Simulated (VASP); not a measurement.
# Sc (I4/mmm) in VASP: single point with r2SCAN

Aim: the single point of Sc with r2SCAN.

All numbers are computed with VASP 6.6.1; they aren't measurements. Logs are shortened: lines on timing, memory, paths and dates and some standing lists are left out, and cuts for length are marked.

### 1 The cell of the first run

It takes space group I4/mmm (No. 139, tetragonal). The conventional cell has a = 3.409 Å, b = 3.409 Å, c = 4.319 Å, α = 90.00°, β = 90.00°, γ = 90.00°. Sc (site symmetry 4/mmm) has 12 Sc at 3.24 to 3.41 Å within 4.3 Å.

### 2 Single point, r2SCAN

Contents of POSCAR:

```
Sc
1.0
   -1.7044092857      1.7044092857      2.1593114979
    1.7044092857     -1.7044092857      2.1593114979
    1.7044092857      1.7044092857     -2.1593114979
Sc
1
Direct
    0.0000000000      0.0000000000      0.0000000000
```

Contents of INCAR.step1:

```
PREC = Accurate
ENCUT = 520
ISMEAR = 0
SIGMA = 0.05
LREAL = False
LASPH = True
NELM = 100
NBANDS = 12
GGA = PE
ALGO = Normal
EDIFF = 1E-4
LWAVE = True
LCHARG = False
```

Contents of INCAR.step2:

```
PREC = Accurate
ENCUT = 520
EDIFF = 1E-6
ISMEAR = 0
SIGMA = 0.05
LREAL = False
LASPH = True
NELM = 100
ALGO = Normal
ISIF = 2
LWAVE = False
LCHARG = False
METAGGA = R2SCAN
LMIXTAU = True
NBANDS = 12
ISTART = 1
```

Contents of KPOINTS:

```
Automatic mesh
0
Gamma
  8 8 9
```

Potentials or basis: VASP PAW PBE potentials, release 64 (Sc_sv).

Started as:

```bash
$ cat potpaw_PBE.64/Sc_sv/POTCAR > POTCAR
$ cp INCAR.step1 INCAR
$ mpirun -np 1 vasp_std > vasp.out
$ cp INCAR.step2 INCAR
$ mpirun -np 1 vasp_std > vasp.out
```

OUTCAR:

```text
PREC = Accurate
   ENCUT = 520
   EDIFF = 1E-6
   ISMEAR = 0
   LREAL = False
   LASPH = True
   NELM = 100
   ISIF = 2
   METAGGA = R2SCAN
   ISTART = 1

 ion  position               nearest neighbor table
   1  0.000  0.000  0.000-

  LATTYP: Found a body centered tetragonal cell.
 ALAT       =     3.4088185714
 C/A-ratio  =     1.2668972858

  Lattice vectors:

 A1 = (  -1.7044092857,   1.7044092857,   2.1593114979)
 A2 = (   1.7044092857,  -1.7044092857,   2.1593114979)
 A3 = (   1.7044092857,   1.7044092857,  -2.1593114979)

Analysis of symmetry for initial positions (statically):
=====================================================================
 Subroutine PRICEL returns:
 Original cell was already a primitive cell.

 Routine SETGRP: Setting up the symmetry group for a
 body centered tetragonal supercell.

 Subroutine GETGRP returns: Found 16 space group operations
 (whereof 16 operations were pure point group operations)
 out of a pool of 16 trial point group operations.

The static configuration has the point symmetry D_4h.

Analysis of symmetry for dynamics (positions and initial velocities):
=====================================================================
 Subroutine PRICEL returns:
 Original cell was already a primitive cell.

 Routine SETGRP: Setting up the symmetry group for a
 body centered tetragonal supercell.

 Subroutine GETGRP returns: Found 16 space group operations
 (whereof 16 operations were pure point group operations)
 out of a pool of 16 trial point group operations.

The dynamic configuration has the point symmetry D_4h.

 Subroutine INISYM returns: Found 16 space group operations
 (whereof 16 operations are pure point group operations),
 and found     1 'primitive' translations

----------------------------------------------------------------------------------------

                                     Primitive cell

  volume of cell :      25.0913

  direct lattice vectors                    reciprocal lattice vectors
    -1.704409286  1.704409286  2.159311498     0.000000000  0.293356768  0.231555290
     1.704409286 -1.704409286  2.159311498     0.293356768  0.000000000  0.231555290
     1.704409286  1.704409286 -2.159311498     0.293356768  0.293356768  0.000000000

  length of vectors
     3.236147118  3.236147118  3.236147118     0.373732586  0.373732586  0.414869120

  position of ions in fractional coordinates (direct lattice)
     0.000000000  0.000000000  0.000000000

  ion indices of the primitive-cell ions
   primitive index   ion index
                 1           1

----------------------------------------------------------------------------------------

 KPOINTS: Automatic mesh

Automatic generation of k-mesh.
 Grid dimensions read from file:
 generate k-points for:    8    8    9

 Generating k-lattice:

  Cartesian coordinates                     Fractional coordinates (reciprocal lattice)
     0.000000000  0.036669596  0.028944411     0.125000000  0.000000000 -0.000000000
     0.036669596  0.000000000  0.028944411     0.000000000  0.125000000 -0.000000000
     0.032595196  0.032595196  0.000000000     0.000000000  0.000000000  0.111111111

  Length of vectors
     0.046716573  0.046716573  0.046096569

  Shift w.r.t. Gamma in fractional coordinates (k-lattice)
     0.000000000  0.000000000  0.000000000

 -----------------------------------------------------------------------------
|                                                                             |
|           W    W    AA    RRRRR   N    N  II  N    N   GGGG   !!!           |
|           W    W   A  A   R    R  NN   N  II  NN   N  G    G  !!!           |
|           W    W  A    A  R    R  N N  N  II  N N  N  G       !!!           |
|           W WW W  AAAAAA  RRRRR   N  N N  II  N  N N  G  GGG   !            |
|           WW  WW  A    A  R   R   N   NN  II  N   NN  G    G                |
|           W    W  A    A  R    R  N    N  II  N    N   GGGG   !!!           |
|                                                                             |
|     Your reciprocal lattice and k-lattice belong to different lattice       |
|     classes:                                                                |
|                                                                             |
|        The reciprocal lattice is body-centered tetragonal,                  |
|        whereas your k-lattice is base-centered monoclinic.                  |
|                                                                             |
|     Results are often still useful ...                                      |
|                                                                             |
 -----------------------------------------------------------------------------

 WARNING: IBZKPT: internal override: KBLOWUP is changed to .FALSE.
      ... skipping the blow-up phase ...

 Subroutine IBZKPT returns following result:
 ===========================================

 Found    165 irreducible k-points:

 Following reciprocal coordinates:
            Coordinates               Weight
  0.000000  0.000000  0.000000      1.000000
  0.125000  0.000000 -0.000000      4.000000
  0.250000  0.000000 -0.000000      4.000000
  0.375000 -0.000000  0.000000      4.000000
  0.500000  0.000000 -0.000000      2.000000
  0.125000  0.125000 -0.000000      2.000000
[... 16 lines left out ...]
  0.125000  0.000000  0.111111      4.000000
  0.250000 -0.000000  0.111111      4.000000
 [... further k-points ...]
   k-points           NKPTS =    165   k-points in BZ     NKDIM =    165   number of bands    NBANDS=     12
   number of dos      NEDOS =    301   number of ions     NIONS =      1
   total plane-waves  NPLWV =  13824
   dimension x,y,z NGX =    24 NGY =   24 NGZ =   24
   dimension x,y,z NGXF=    48 NGYF=   48 NGZF=   48
   ions per type =               1
   NGX,Y,Z   is equivalent  to a cutoff of  12.33, 12.33, 12.33 a.u.
   NGXF,Y,Z  is equivalent  to a cutoff of  24.66, 24.66, 24.66 a.u.
 SYSTEM =  unknown system
   PREC   = accura    normal or accurate (medium, high low for compatibility)
   ISTART =      1    job   : 0-new  1-cont  2-samecut
   ICHARG =      0    charge: 1-file 2-atom 10-const
   ISPIN  =      1    spin polarized calculation?
   LNONCOLLINEAR =      F non collinear calculations
   LSORBIT =      F    spin-orbit coupling
   LASPH  =      T    aspherical Exc in radial PAW
   ENCUT  =  520.0 eV  38.22 Ry    6.18 a.u.   6.02  6.02  6.02*2*pi/ulx,y,z
   NELM   =    100;   NELMIN=  2; NELMDL=  0     # of ELM steps
   EDIFF  = 0.1E-05   stopping-criterion for ELM
   LREAL  =      F    real-space projection
   EDIFFG = 0.1E-04   stopping-criterion for IOM
   NSW    =      0    number of steps for IOM
   IBRION =     -1    ionic relax: 0-MD 1-quasi-New 2-CG
   NFREE  =      0    steps in history (QN), initial steepest desc. (CG)
   ISIF   =      2    stress and relaxation
   ISYM   =      2    0-nonsym 1-usesym 2-fastsym
   POTIM  = 0.5000    time-step for ionic-motion
   TEBEG  =    0.0;   TEEND  =   0.0 temperature during run
   PSTRESS=    0.0 pullay stress
   NELECT =      11.0000    total number of electrons
   NUPDOWN=      -1.0000    fix difference up-down
   EMIN   =  10.00;   EMAX   =-10.00  energy-range for DOS
   EFERMI =   0.00;   METHOD = LEGACY
   ISMEAR =     0;   SIGMA  =   0.05  broadening in eV -4-tet -1-fermi 0-gaus
   EFERMI_NEDOS =   21; number of points for ismear=-14 and -15
   IALGO  =     38    algorithm
   IMIX   =      4    mixing-type and parameters
     AMIX     =   0.40;   BMIX     =  1.00
     AMIX_MAG =   1.60;   BMIX_MAG =  1.00
  volume/ion in A,a.u.               =      25.09       169.32
  Fermi-wavevector in a.u.,A,eV,Ry     =   1.243650  2.350157 21.043646  1.546664
  Thomas-Fermi vector in A             =   2.377951
   LORBIT       =      0    0 simple, 1 ext, 2 COOP (PROOUT), +10 PAW based schemes
   METAGGA = R2SCAN    functional components
   LHFCALC =     F    Hartree Fock is set to
   AEXX    =    0.0000 exact exchange contribution
   IVDW    =     0    specifies the selected vdW correction
   LEPSILON=     F    determine dielectric tensor
   LRPA    =     F    only Hartree local field effects (RPA)
 non-spin polarized calculation
 Gauss-broadening in eV      SIGMA  =   0.05
  energy-cutoff  :      520.00
  volume of cell :       25.09
 maximum number of plane-waves:       691
   NGX = 11   NGY = 11   NGZ = 11

 number of electron      11.0000001 magnetization

 Free energy of the ion-electron system (eV)
  ---------------------------------------------------
  ext. energy  EPLUGINS =         0.00000000
  ---------------------------------------------------
  free energy    TOTEN  =       -11.28825902 eV

  energy without entropy =      -11.28536707  energy(sigma->0) =      -11.28681304

 E-fermi :   3.6748     XC(G=0): -10.5309

 val. band max:        3.6701427659   @ k =   0.1250   0.1250   0.2222
 cond. band min:       3.6752696993   @ k =  -0.2500   0.1250   0.4444
 fundamental gap:      0.0051269335
 Fermi energy:         3.6747656785

 k-point     1 :       0.0000    0.0000    0.0000
  band No.  band energies     occupation
      1     -47.9524      2.00000
      2     -25.4084      2.00000
      3     -25.3867      2.00000
      4     -25.3866      2.00000
      5      -1.8531      2.00000
      6       5.2894      0.00000
      7       5.2894      0.00000
      8       5.8758      0.00000
      9       6.4567      0.00000
     10       7.1171      0.00000
     11      16.7295      0.00000
     12      19.5614      0.00000

 k-point     2 :       0.1250    0.0000   -0.0000
  band No.  band energies     occupation
      1     -47.9439      2.00000
      2     -25.4563      2.00000
      3     -25.4006      2.00000
      4     -25.3981      2.00000
      5      -1.4471      2.00000
      6       5.1190      0.00000
      7       5.3917      0.00000
      8       5.8748      0.00000
      9       6.4365      0.00000
     10       6.9978      0.00000
     11      16.8006      0.00000
     12      17.9432      0.00000
[... 301 lines left out ...]
 k-point    23 :       0.1250    0.0000    0.1111
  band No.  band energies     occupation
      1     -47.9290      2.00000
      2     -25.5352      2.00000
      3     -25.4329      2.00000
      4     -25.4163      2.00000
      5      -0.6562      2.00000
      6       4.6080      0.00000
      7       5.4851      0.00000
      8       6.0426      0.00000
      9       6.3553      0.00000
     10       7.1166      0.00000
     11      15.8757      0.00000
     12      17.4039      0.00000

 k-point    24 :       0.2500   -0.0000    0.1111
  band No.  band energies     occupation
      1     -47.9081      2.00000
      2     -25.6689      2.00000
      3     -25.4547      2.00000
      4     -25.4365      2.00000
      5       0.6768      2.00000
      6       4.0897      0.00000
      7       5.0427      0.00000
      8       5.9820      0.00000
      9       7.1131      0.00000
     10       7.4246      0.00000
     11      12.9924      0.00000
     12      16.4142      0.00000

 [... further k-points ...]
[... 5 lines left out ...]
  --------------------------------------------------------------------------------------
  -------------------------------------------------------------------------------------
  Total       -0.0605711     -0.0605711      0.1417827      0.0000000      0.0000000     -0.0000000
  in kB       -3.8677027     -3.8677027      9.0533772      0.0000000      0.0000000     -0.0000000
  external PRESSURE =       0.4393240 kB  Pullay stress =       0.0000000 kB

 VOLUME and BASIS-vectors are now :
 -----------------------------------------------------------------------------
  energy-cutoff  :      520.00
  volume of cell :       25.09
      direct lattice vectors                 reciprocal lattice vectors
    -1.704409286  1.704409286  2.159311498     0.000000000  0.293356768  0.231555290
     1.704409286 -1.704409286  2.159311498     0.293356768  0.000000000  0.231555290
     1.704409286  1.704409286 -2.159311498     0.293356768  0.293356768  0.000000000

 POSITION                                       TOTAL-FORCE (eV/Angst)
 -----------------------------------------------------------------------------------
      0.00000      0.00000      0.00000        -0.000000      0.000000      0.000000
 -----------------------------------------------------------------------------------
    total drift:                                0.000000      0.000000      0.000000

  FREE ENERGIE OF THE ION-ELECTRON SYSTEM (eV)
  ---------------------------------------------------
  free  energy   TOTEN  =       -11.2882590157 eV

  energy  without entropy=      -11.2853670686  energy(sigma->0) =      -11.28681304
```

Wall time 78 s (1 thread of Intel Xeon Platinum 8259CL at 2.50GHz (Skylake/Cascade Lake), shared host); peak memory 0.18 GiB.

Results:

```
Free energy : -11.2883 eV
Pressure    : 0.0 GPa
```

Caveat: the PAW data sets were made with another functional, which shifts forces and pressure a little.
